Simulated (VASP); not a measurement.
AlN, 2 atoms in the cell. The structure is tetragonal, space group I4/mmm (No. 139). Conventional cell: a = 2.877 Å, b = 2.877 Å, c = 3.947 Å, α = 90.00°, β = 90.00°, γ = 90.00°. Al (site symmetry 4/mmm) has 6 N at 1.97 to 2.03 Å within 2.6 Å. Within 2.6 Å of N (site symmetry 4/mmm) lie 6 Al at 1.97 to 2.03 Å.  This cell differs from its parent crystal: strain -0.0300 x Voigt [0, 0, 1, 0, 0, 0].

* Program: VASP 6.6.1
* Task: single point
* Functional: PBEsol
* Potentials or basis: VASP PAW PBE potentials, release 64 (Al, N)
* Cutoff: 520 eV
* k mesh: 10 × 10 × 10
* Occupations: gaussian, width 0.05 eV
* Spin: no spin polarisation
* Dipole correction: no
* Further INCAR settings: ALGO = Normal; EDIFF = 1e-07; NBANDS = 11

Potentials or basis: VASP PAW PBE potentials, release 64 (Al, N).

Command:

```console
$ cat potpaw_PBE.64/Al/POTCAR potpaw_PBE.64/N/POTCAR > POTCAR
$ mpirun -np 1 vasp_std > vasp.out
```

Hardware: 1 thread of Intel Xeon 8259CL, on a shared host.

**Question.** Estimate the wall time of this run.

**Answer.** Run time: 25 s on 1 thread of Intel Xeon 8259CL, on a shared host, peak memory 0.14 GiB. Counts: scf iterations 13, k points 102.
